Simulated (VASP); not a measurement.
# C: single point with PBEsol

C:

```
C
1.0
     0.00000    1.93033    1.50566
     1.93033    0.00000    1.50566
     1.93033    1.93033    0.00000
C
2
Direct
  0.50000 0.50000 0.50000
  0.75000 0.75000 0.75000
```

This cell differs from its parent crystal: ratio of the length along z to the lengths across it x 0.78, volume and fractional coordinates fixed.

```yaml
Program: VASP 6.6.1
Task: single point
Functional: PBEsol
Potentials_or_basis: VASP PAW PBE potentials, release 64 (C)
Cutoff: 520 eV
k_mesh: 12 × 12 × 12
Occupations: gaussian, width 0.05 eV
Spin: no spin polarisation
```

```yaml
Pressure: 1.3 GPa
Band_gap_on_the_k_mesh: zero (band 4 reaches 11.90 eV, above the bottom of band 5 at 10.20 eV)
```

Stress tensor (GPa, compression positive):
```
-53.20   0.00   0.00
  0.00 -53.20   0.00
  0.00   0.00 110.22
```

Levels at points of the mesh, in eV from the Fermi level:
| k point | band 1 | band 2 | band 3 | band 4 | band 5 | band 6 | band 7 | band 8 |
| --- | --- | --- | --- | --- | --- | --- | --- | --- |
| (0.00, 0.00, 0.00) | -22.58 | -1.91 | -1.91 | 1.04 | 3.29 | 6.26 | 6.26 | 12.03 |
| (0.50, 0.00, 0.00) | -16.41 | -14.32 | -5.48 | -2.16 | 4.01 | 6.28 | 11.21 | 15.31 |
| (0.50, 0.50, 0.00) | -10.93 | -10.93 | -9.42 | -9.42 | 0.21 | 0.21 | 16.35 | 16.35 |
| (0.50, 0.00, 0.50) | -14.92 | -14.92 | -5.55 | -5.55 | 6.22 | 6.22 | 13.22 | 13.22 |

It took 11 s on 1 thread of Intel(R) Xeon(R) Platinum 8375C CPU @ 2.90GHz (Ice Lake), on a shared host, peak memory 0.12 GiB.

Caveat: the PAW data sets were made with another functional, which shifts forces and pressure a little.
